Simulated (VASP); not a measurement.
# CuO in VASP: a series of runs

Runs on CuO. Level: PBE+U. Tasks: single point.

All numbers are computed with VASP 6.6.1; they aren't measurements. Logs are shortened: lines on timing, memory, paths and dates and some standing lists are left out, and cuts for length are marked.

### Step 1. The cell of the first run

The typed cell holds 4 atoms: a = 2.949 Å, b = 2.949 Å, c = 5.218 Å, α = 90.00°, β = 90.00°, γ = 89.51°.

### Step 2. Single point, PBE+U, collinear spin

Input file INCAR:

```
SYSTEM = CuO
ALGO = Normal ; EDIFF = 1E-6
ENCUT = 600 ; GGA = PE
GGA_COMPAT = .False. ; ISIF = 2
ISMEAR = 0 ; ISPIN = 2
LASPH = .True. ; LCHARG = .False.
LDAU = .True. ; LDAUJ = 0 0
LDAUL = 2 -1 ; LDAUPRINT = 1
LDAUTYPE = 2 ; LDAUU = 4 0
LMAXMIX = 4 ; LORBIT = 11
LREAL = .False. ; LWAVE = .False.
MAGMOM = 1 -1 0 0 ; NBANDS = 29
NELM = 200 ; PREC = Accurate
SIGMA = 0.05
```

Input file KPOINTS:

```
k-points
0
Gamma
  5 5 3
  0 0 0
```

Input file POSCAR:

```
CuO
1.0
    2.0872092032     -2.0760605285      0.1652846342
    2.0872092032      2.0760605285      0.1652846342
   -0.4124906163      0.0000000000      5.2015957548
Cu O
2 2
Direct
    0.0000000000      0.5000000000      0.0000000000
    0.5000000000      0.0000000000      0.5000000000
    0.5000352665      0.4999647335      0.2500000000
    0.4999647335      0.5000352665      0.7500000000
```

Potentials or basis: VASP PAW PBE potentials, release 64 (Cu, O).

On the command line:

```
cat potpaw_PBE.64/Cu/POTCAR potpaw_PBE.64/O/POTCAR > POTCAR
mpirun -np 1 vasp_std > vasp.out
```

OUTCAR:

```text
SYSTEM = CuO
   EDIFF = 1E-6
   ENCUT = 600
   GGA = PE
   ISIF = 2
   ISMEAR = 0
   ISPIN = 2
   LASPH = .True.
   LORBIT = 11
   LREAL = .False.
   NELM = 200
   PREC = Accurate

 ion  position               nearest neighbor table
   1  0.000  0.500  0.000-   3 1.97   4 1.97   3 1.97   4 1.97
   2  0.500  0.000  0.500-   3 1.97   4 1.97   4 1.97   3 1.97
   3  0.500  0.500  0.250-   1 1.97   2 1.97   2 1.97   1 1.97
   4  0.500  0.500  0.750-   1 1.97   2 1.97   1 1.97   2 1.97

  LATTYP: Found a base centered monoclinic cell.
 ALAT       =     4.1874867251
 B/A-ratio  =     0.9915544405
 C/A-ratio  =     1.2460757201
 COS(beta)  =    -0.0001107880

  Lattice vectors:

 A1 = (   2.0872092032,  -2.0760605285,   0.1652846342)
 A2 = (   2.0872092032,   2.0760605285,   0.1652846342)
 A3 = (  -0.4124906163,   0.0000000000,   5.2015957548)

Analysis of symmetry for initial positions (statically):
=====================================================================
 Subroutine PRICEL returns:
 Original cell was already a primitive cell.

 Routine SETGRP: Setting up the symmetry group for a
 base centered monoclinic supercell.

 Subroutine GETGRP returns: Found  4 space group operations
 (whereof  2 operations were pure point group operations)
 out of a pool of  4 trial point group operations.

The static configuration has the point symmetry S_2 .
 The point group associated with its full space group is C_2h.

Analysis of symmetry for dynamics (positions and initial velocities):
=====================================================================
 Subroutine PRICEL returns:
 Original cell was already a primitive cell.

 Routine SETGRP: Setting up the symmetry group for a
 base centered monoclinic supercell.

 Subroutine GETGRP returns: Found  4 space group operations
 (whereof  2 operations were pure point group operations)
 out of a pool of  4 trial point group operations.

The dynamic configuration has the point symmetry S_2 .
 The point group associated with its full space group is C_2h.

Analysis of structural, dynamic, and magnetic symmetry:
=====================================================================
 Subroutine PRICEL returns:
 Original cell was already a primitive cell.

 Routine SETGRP: Setting up the symmetry group for a
 base centered monoclinic supercell.

 Subroutine GETGRP returns: Found  4 space group operations
 (whereof  2 operations were pure point group operations)
 out of a pool of  4 trial point group operations.

The overall configuration has the point symmetry S_2 .
 The point group associated with its full space group is C_2h.

 Subroutine INISYM returns: Found  4 space group operations
 (whereof  2 operations are pure point group operations),
 and found     1 'primitive' translations

----------------------------------------------------------------------------------------

                                     Primitive cell

  volume of cell :      45.3619

[... 154 lines left out ...]

 occupancies and eigenvectors

  o =  0.4239  v =  0.0000  0.0000  0.0000  0.0000  0.0000 -0.0555  0.7018 -0.0967 -0.7014  0.0560      0.0000  0.0000  0.0000  0.0000  0.0000  0.0000  0.0000  0.0000  0.0000  0.0000
  o =  0.9403  v =  0.0000  0.0000  0.0000  0.0000  0.0000  0.8893  0.0706 -0.4477  0.0614 -0.0064      0.0000  0.0000  0.0000  0.0000  0.0000  0.0000  0.0000  0.0000  0.0000  0.0000
  o =  0.9454  v =  0.8831  0.0701 -0.4596  0.0631 -0.0055  0.0000  0.0000  0.0000  0.0000  0.0000      0.0000  0.0000  0.0000  0.0000  0.0000  0.0000  0.0000  0.0000  0.0000  0.0000
  o =  0.9675  v =  0.0038 -0.0004  0.0060  0.0782  0.9969  0.0000  0.0000  0.0000  0.0000  0.0000      0.0000  0.0000  0.0000  0.0000  0.0000  0.0000  0.0000  0.0000  0.0000  0.0000
  o =  0.9680  v = -0.0563  0.7095  0.0960  0.6938 -0.0545  0.0000  0.0000  0.0000  0.0000  0.0000      0.0000  0.0000  0.0000  0.0000  0.0000  0.0000  0.0000  0.0000  0.0000  0.0000
  o =  0.9704  v =  0.0000  0.0000  0.0000  0.0000  0.0000  0.0562 -0.7080 -0.0962 -0.6951  0.0553      0.0000  0.0000  0.0000  0.0000  0.0000  0.0000  0.0000  0.0000  0.0000  0.0000
  o =  0.9716  v =  0.0000  0.0000  0.0000  0.0000  0.0000 -0.0048 -0.0002 -0.0062 -0.0786 -0.9969      0.0000  0.0000  0.0000  0.0000  0.0000  0.0000  0.0000  0.0000  0.0000  0.0000
  o =  0.9756  v =  0.4625  0.0365  0.8776 -0.1210  0.0025  0.0000  0.0000  0.0000  0.0000  0.0000      0.0000  0.0000  0.0000  0.0000  0.0000  0.0000  0.0000  0.0000  0.0000  0.0000
  o =  0.9775  v =  0.0000  0.0000  0.0000  0.0000  0.0000  0.4505  0.0355  0.8837 -0.1218  0.0019      0.0000  0.0000  0.0000  0.0000  0.0000  0.0000  0.0000  0.0000  0.0000  0.0000
  o =  1.0168  v =  0.0554 -0.7003  0.0969  0.7028 -0.0562  0.0000  0.0000  0.0000  0.0000  0.0000      0.0000  0.0000  0.0000  0.0000  0.0000  0.0000  0.0000  0.0000  0.0000  0.0000

atom =   2  type =  1  l = 2

 onsite density matrix

spin component  1

  0.9464  0.0195 -0.0119  0.0233 -0.0019
  0.0195  0.7011 -0.0383 -0.2688  0.0215
 -0.0119 -0.0383  0.9648 -0.0370  0.0029
  0.0233 -0.2688 -0.0370  0.7015  0.0216
 -0.0019  0.0215  0.0029  0.0216  0.9698

spin component  2

  0.9521 -0.0032 -0.0125 -0.0002  0.0000
 -0.0032  0.9918  0.0023  0.0241 -0.0019
 -0.0125  0.0023  0.9696  0.0032 -0.0003
 -0.0002  0.0241  0.0032  0.9921 -0.0020
  0.0000 -0.0019 -0.0003 -0.0020  0.9677

 occupancies and eigenvectors

  o =  0.4239  v =  0.0555 -0.7018 -0.0967 -0.7014  0.0560  0.0000  0.0000  0.0000  0.0000  0.0000      0.0000  0.0000  0.0000  0.0000  0.0000  0.0000  0.0000  0.0000  0.0000  0.0000
  o =  0.9403  v =  0.8893  0.0706  0.4477 -0.0614  0.0064  0.0000  0.0000  0.0000  0.0000  0.0000      0.0000  0.0000  0.0000  0.0000  0.0000  0.0000  0.0000  0.0000  0.0000  0.0000
  o =  0.9454  v =  0.0000  0.0000  0.0000  0.0000  0.0000  0.8831  0.0701  0.4596 -0.0631  0.0055      0.0000  0.0000  0.0000  0.0000  0.0000  0.0000  0.0000  0.0000  0.0000  0.0000
  o =  0.9675  v =  0.0000  0.0000  0.0000  0.0000  0.0000 -0.0038  0.0004  0.0060  0.0782  0.9969      0.0000  0.0000  0.0000  0.0000  0.0000  0.0000  0.0000  0.0000  0.0000  0.0000
  o =  0.9680  v =  0.0000  0.0000  0.0000  0.0000  0.0000  0.0563 -0.7095  0.0960  0.6938 -0.0545      0.0000  0.0000  0.0000  0.0000  0.0000  0.0000  0.0000  0.0000  0.0000  0.0000
  o =  0.9704  v = -0.0562  0.7080 -0.0962 -0.6951  0.0553  0.0000  0.0000  0.0000  0.0000  0.0000      0.0000  0.0000  0.0000  0.0000  0.0000  0.0000  0.0000  0.0000  0.0000  0.0000
  o =  0.9716  v =  0.0048  0.0002 -0.0062 -0.0786 -0.9969  0.0000  0.0000  0.0000  0.0000  0.0000      0.0000  0.0000  0.0000  0.0000  0.0000  0.0000  0.0000  0.0000  0.0000  0.0000
  o =  0.9756  v =  0.0000  0.0000  0.0000  0.0000  0.0000  0.4625  0.0365 -0.8776  0.1210 -0.0025      0.0000  0.0000  0.0000  0.0000  0.0000  0.0000  0.0000  0.0000  0.0000  0.0000
  o =  0.9775  v =  0.4505  0.0355 -0.8837  0.1218 -0.0019  0.0000  0.0000  0.0000  0.0000  0.0000      0.0000  0.0000  0.0000  0.0000  0.0000  0.0000  0.0000  0.0000  0.0000  0.0000
  o =  1.0168  v =  0.0000  0.0000  0.0000  0.0000  0.0000 -0.0554  0.7003  0.0969  0.7028 -0.0562      0.0000  0.0000  0.0000  0.0000  0.0000  0.0000  0.0000  0.0000  0.0000  0.0000

 number of electron      34.0000019 magnetization       0.0000000

 Free energy of the ion-electron system (eV)
  ---------------------------------------------------
  ext. energy  EPLUGINS =         0.00000000
  ---------------------------------------------------
  free energy    TOTEN  =       -17.31336884 eV

  energy without entropy =      -17.31336884  energy(sigma->0) =      -17.31336884

 E-fermi :   4.4262     XC(G=0): -11.1266

 val. band max:        4.2212380928   @ k =   0.0000   0.0000   0.0000
 cond. band min:       4.7868522831   @ k =  -0.2000  -0.0000   0.3333
 fundamental gap:      0.5656141903
 Fermi energy:         4.4262450936

 spin component 1

 k-point     1 :       0.0000    0.0000    0.0000
  band No.  band energies     occupation
      1     -14.7291      1.00000
      2     -13.4571      1.00000
      3      -3.5176      1.00000
      4      -2.3633      1.00000
      5      -0.5140      1.00000
      6      -0.4970      1.00000
[... 757 lines left out ...]
     28      23.0418      0.00000
     29      23.4456      0.00000
 Fermi energy:         4.4262450936

 spin component 2

 k-point     1 :       0.0000    0.0000    0.0000
  band No.  band energies     occupation
      1     -14.7291      1.00000
      2     -13.4571      1.00000
      3      -3.5176      1.00000
      4      -2.3633      1.00000
      5      -0.5140      1.00000
      6      -0.4970      1.00000
[... 757 lines left out ...]
     28      23.0418      0.00000
     29      23.4456      0.00000

------------------------ aborting loop because EDIFF is reached ----------------------------------------

  FORCE on cell =-STRESS in cart. coord.  units (eV):
  Direction    XX          YY          ZZ          XY          YZ          ZX
  --------------------------------------------------------------------------------------
  -------------------------------------------------------------------------------------
  Total       -0.9056118     -0.8890492     -0.9269382      0.0000000      0.0000000      0.0011716
  in kB      -31.9861036    -31.4011126    -32.7393497      0.0000000      0.0000000      0.0413795
  external PRESSURE =     -32.0421886 kB  Pullay stress =       0.0000000 kB

 VOLUME and BASIS-vectors are now :
 -----------------------------------------------------------------------------
  energy-cutoff  :      600.00
  volume of cell :       45.36
      direct lattice vectors                 reciprocal lattice vectors
     2.087209203 -2.076060528  0.165284634     0.238059370 -0.240840762  0.018878294
     2.087209203  2.076060528  0.165284634     0.238059370  0.240840762  0.018878294
    -0.412490616  0.000000000  5.201595755    -0.015129033  0.000000000  0.191048952

 POSITION                                       TOTAL-FORCE (eV/Angst)
 -----------------------------------------------------------------------------------
      1.04360      1.03803      0.08264         0.000000      0.000000      0.000000
      0.83736     -1.03803      2.68344         0.000000     -0.000000      0.000000
      1.98409     -0.00015      1.46568        -0.000000     -0.000046      0.000000
      1.77784      0.00015      4.06648        -0.000000      0.000046     -0.000000
 -----------------------------------------------------------------------------------
    total drift:                                0.000000     -0.000000     -0.000000

  FREE ENERGIE OF THE ION-ELECTRON SYSTEM (eV)
  ---------------------------------------------------
  free  energy   TOTEN  =       -17.3133688379 eV

  energy  without entropy=      -17.3133688379  energy(sigma->0) =      -17.31336884

 total charge

# of ion       s       p       d       tot
------------------------------------------
    1        0.378   0.370   9.137   9.885
    2        0.378   0.370   9.137   9.885
    3        1.556   3.414   0.000   4.970
    4        1.556   3.414   0.000   4.970
--------------------------------------------------
tot          3.869   7.568  18.273  29.711

 magnetization (x)

# of ion       s       p       d       tot
------------------------------------------
    1       -0.008  -0.006   0.590   0.576
    2        0.008   0.006  -0.590  -0.576
    3        0.000   0.000   0.000   0.000
    4        0.000   0.000   0.000   0.000
--------------------------------------------------
tot          0.000   0.000   0.000   0.000
```

It took 68 s on 1 thread of Oxide Virtual Turin-like, shared host; peak memory 0.18 GiB.

What came out:

| Property | Result |
| --- | --- |
| Free energy | -17.3134 eV |
| Pressure | -3.2 GPa |
| Band gap on the k mesh | 0.57 eV (least direct gap 0.83 eV) |
| Net moment | 0.00 μB per cell |
| Site moments | Cu +0.58, -0.58; O +0.00 μB |
| Valence electrons inside the program's atomic spheres | Cu 9.88; O 4.97 |

Stress tensor (GPa, compression positive):
```
-3.20  0.00  0.00
 0.00 -3.14  0.00
 0.00  0.00 -3.27
```

Levels at points of the mesh, in eV from the valence-band top:
Spin up:
```tsv
k point	band 13	band 14	band 15	band 16	band 17	band 18	band 19	band 20	band 21	band 22
(0.00, 0.00, 0.00)	-2.98	-2.72	-2.50	-1.78	0.00	1.49	1.74	6.55	7.42	13.40
```
Spin down:
```csv
k point,band 13,band 14,band 15,band 16,band 17,band 18,band 19,band 20,band 21,band 22
"(0.00, 0.00, 0.00)",-2.98,-2.72,-2.50,-1.78,0.00,1.49,1.74,6.55,7.42,13.40
```

Eigenvalues of the final occupation matrices:
```tsv
site	spin	trace	eigenvalues
site 1 d	1	4.87	0.95 0.97 0.97 0.98 1.02
site 1 d	2	4.28	0.42 0.94 0.97 0.97 0.98
site 2 d	1	4.28	0.42 0.94 0.97 0.97 0.98
site 2 d	2	4.87	0.95 0.97 0.97 0.98 1.02
```

Caveat: the k points lie up to 0.43 Å⁻¹ apart; semilocal functionals underestimate gaps, and a narrow one can read as zero. A k mesh can miss the band edges.

### Step 3. Single point, PBE+U, collinear spin, ferromagnetic start (11.27 Å³/atom)

This run uses another cell than the first one, of 11.27 Å³/atom.

Input file INCAR:

```
PREC = Accurate
ENCUT = 600
EDIFF = 1E-6
ISMEAR = 0
SIGMA = 0.05
LREAL = False
LASPH = True
NELM = 200
ALGO = Normal
ISIF = 2
LWAVE = False
LCHARG = True
ISPIN = 2
MAGMOM = 0.63 0.63 0.35 0.35
LORBIT = 11
LMAXMIX = 4
LDAU = True
LDAUTYPE = 2
LDAUL = 2 -1
LDAUU = 4 0
LDAUJ = 0 0
LDAUPRINT = 1
GGA = PE
LELF = True
LVHAR = True
NBANDS = 29
GGA_COMPAT = False
```

Input file KPOINTS:

```
Automatic mesh
0
Gamma
  8 8 4
```

Input file POSCAR:

```
CuO
1.0
    2.0993865820     -2.0547073015      0.1656406803
    2.0993865820      2.0547073015      0.1656406803
   -0.4133459272      0.0000000000      5.1932346153
Cu O
2 2
Direct
    0.0000000000      0.5000000000      0.0000000000
    0.5000000000      0.0000000000      0.5000000000
    0.5001797786      0.4998202214      0.2500000000
    0.4998202214      0.5001797786      0.7500000000
```

Potentials or basis: VASP PAW PBE potentials, release 64 (Cu, O).

On the command line:

```
cat potpaw_PBE.64/Cu/POTCAR potpaw_PBE.64/O/POTCAR > POTCAR
mpirun -np 1 vasp_std > vasp.out
```

Wall time 5.1 min (1 thread of Oxide Virtual Turin-like, shared host); peak memory 0.27 GiB.

Results (log left out):

```yaml
Free_energy: -17.2498 eV
Pressure: -2.0 GPa
Net_moment: 1.95 μB per cell
Site_moments: Cu +0.63; O +0.31 μB
Valence_electrons_inside_the_program's_atomic_spheres: Cu 9.89; O 4.98
```

Stress tensor (GPa, compression positive):
```
-2.07  0.00  0.02
 0.00 -1.85  0.00
 0.02  0.00 -2.16
```

Levels at points of the mesh, in eV from the Fermi level:
Spin up:
```csv
k point,band 14,band 15,band 16,band 17,band 18,band 19,band 20,band 21,band 22,band 23
"(0.00, 0.00, 0.00)",-3.02,-3.01,-2.20,-0.33,-0.28,1.24,6.37,7.16,13.20,14.67
"(0.50, 0.00, 0.00)",-3.00,-2.94,-2.00,-0.71,-0.47,3.94,5.92,6.61,11.09,12.28
"(0.50, 0.50, 0.00)",-4.03,-3.92,-2.42,-2.36,0.16,2.56,7.45,9.56,9.98,10.55
"(0.00, 0.00, 0.50)",-3.41,-2.11,-2.11,-0.92,-0.92,3.40,3.40,11.65,11.65,14.09
"(0.50, 0.00, 0.50)",-3.66,-3.31,-2.46,-1.45,-0.31,4.62,5.86,8.50,8.76,12.48
"(0.50, 0.50, 0.50)",-2.89,-2.65,-2.65,-1.93,-1.93,4.25,4.25,10.47,10.47,11.42
```
Spin down:
```csv
k point,band 12,band 13,band 14,band 15,band 16,band 17,band 18,band 19,band 20,band 21
"(0.00, 0.00, 0.00)",-3.08,-2.99,-2.51,-2.50,-1.60,1.49,1.69,1.76,6.47,7.49
"(0.50, 0.00, 0.00)",-3.64,-3.15,-2.50,-2.41,-1.45,1.43,1.65,3.95,6.22,6.80
"(0.50, 0.50, 0.00)",-3.59,-3.57,-3.46,-1.88,-1.82,-0.20,2.33,2.51,7.37,9.74
"(0.00, 0.00, 0.50)",-3.58,-3.04,-3.04,-1.57,-1.57,1.30,1.30,3.69,3.69,11.82
"(0.50, 0.00, 0.50)",-3.60,-3.11,-2.88,-2.38,-1.93,0.82,1.69,4.74,6.14,8.69
"(0.50, 0.50, 0.50)",-3.75,-2.38,-2.38,-2.11,-2.11,0.78,0.78,4.23,4.23,10.75
```

Eigenvalues of the final occupation matrices:
```tsv
site	spin	trace	eigenvalues
site 1 d	1	4.89	0.95 0.97 0.97 0.98 1.02
site 1 d	2	4.26	0.42 0.94 0.96 0.97 0.97
site 2 d	1	4.89	0.95 0.97 0.97 0.98 1.02
site 2 d	2	4.26	0.42 0.94 0.96 0.97 0.97
```

The gap in the log of VASP goes by the Fermi energy; the results here count the filled bands.